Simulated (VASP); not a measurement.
Here is a VASP 6.6.1 calculation.

INCAR

```
ALGO = Normal
EDIFF = 1E-7
ENCUT = 520
GGA = PS
ISIF = 2
ISMEAR = 0
LASPH = True
LCHARG = False
LREAL = False
LWAVE = False
NBANDS = 17
NELM = 100
PREC = Accurate
SIGMA = 0.15
```

Contents of KPOINTS:

```
k-points
0
Gamma
  14 14 14
```

File POSCAR:

```
PbS
1.0
    3.6536590000      0.0000000000      0.0000000000
    0.0000000000      3.6536590000      0.0000000000
    0.0000000000      0.0000000000      3.3796345750
Pb S
1 1
Direct
    0.0000000000      0.0000000000      0.0000000000
    0.5000000000      0.5000000000      0.5000000000
```

Potentials or basis: VASP PAW PBE potentials, release 64 (Pb_d, S).

Run with:

```bash
$ cat potpaw_PBE.64/Pb_d/POTCAR potpaw_PBE.64/S/POTCAR > POTCAR
$ mpirun -np 1 vasp_std > vasp.out
```

Q: What does it give for the pressure?

A: 1.3 GPa.

Q: Estimate the band gap on the k mesh.

A: Zero (bands 10 and 11 overlap by 1.32 eV).

Stress tensor (GPa, compression positive):
```
-1.01  0.00  0.00
 0.00 -1.01  0.00
 0.00  0.00  5.80
```

Caveat: the cell differs from its parent crystal (strain -0.0750 x Voigt [0, 0, 1, 0, 0, 0]); the stress differs along the axes, from -1 to 6 GPa; the PAW data sets were made with another functional, which shifts forces and pressure a little; spin-orbit coupling is left out, which moves the levels of the heavy elements.
